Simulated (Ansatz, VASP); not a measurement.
Given: the input of a run of Ansatz 0.2.0 on Fe.

input.yaml

```yaml
crystal:
  lattice:
    - [0.0, 1.9798226863, 2.0036464209]
    - [1.5278283418, 0.0, 2.0036464209]
    - [1.5278283418, 1.9798226863, 0.0]
  atoms:
    - { symbol: Fe, position: [0.0, 0.0, 0.0], spin: 3.0 }
hamiltonian:
  xc: lda
  pseudopotentials: { kind: paw }
magnetization:
  spin_polarized: true
kpoints:
  mp_grid: { grid: [13, 13, 13] }
scf:
  occupations: { method: fermi_dirac, width: 0.05 }
output:
  forces: true
  stress: true
  eigenvalues: true
```

Potentials or basis: Ansatz PAW.

Command:

```bash
$ ansatz run input.yaml --threads 2 --pin off --max-ram 5632MiB --backend cpu --events-out ev --progress --plain --runs-dir out
```

**Question.** Set up the same calculation for VASP 6.6.1. Potentials there: VASP PAW LDA potentials, release 64 (Fe).

**Answer.** As run (the cutoff follows the program's own potentials):

Contents of INCAR:

```
  PREC = Accurate
  ENCUT = 520
  EDIFF = 1E-6
  ISMEAR = -1
  SIGMA = 0.05
  LREAL = False
  LASPH = True
  NELM = 150
  ALGO = Normal
  ISIF = 2
  LWAVE = False
  LCHARG = True
  ISPIN = 2
  MAGMOM = 3
  LORBIT = 11
  LMAXMIX = 4
  GGA = CA
  LELF = True
  LVHAR = True
  NBANDS = 14
```

KPOINTS

```
regular mesh
0
Gamma
  13 13 13
```

POSCAR

```
Fe
1.0
    0.0000000000      1.9798226863      2.0036464209
    1.5278283418      0.0000000000      2.0036464209
    1.5278283418      1.9798226863      0.0000000000
Fe
1
Direct
    0.0000000000      0.0000000000      0.0000000000
```

Potentials or basis: VASP PAW LDA potentials, release 64 (Fe).

Command:

```console
$ cat potpaw_LDA.64/Fe/POTCAR > POTCAR
$ mpirun -np 1 vasp_std > vasp.out
```

Both were run:

|  | VASP | Ansatz | Ansatz less VASP |
| --- | --- | --- | --- |
| gap on the k mesh at the Fermi level (eV) | none | none | - |
| pressure (GPa) | -26.5 | -25.5 | +0.96 |
| traceless stress, the component that is largest in VASP (GPa) | -4.08 | -3.78 | +0.303 |
| net moment per atom (μB) | 2.23 | 2.28 | +0.048 |
| size of the moment on the site where the two differ most (μB) | 2.21 | 2.30 | +0.085 |

LDA's correlation is that of Perdew and Zunger in VASP and of Perdew and Wang (1992) in Ansatz. Site moments also hang on the region over which each program counts them. A gap of «none» marks a metal or a gap that the smearing closes. VASP's potentials hold 8 valence electrons a cell and Ansatz's 16, so a difference there can come from the potentials and not from the codes.
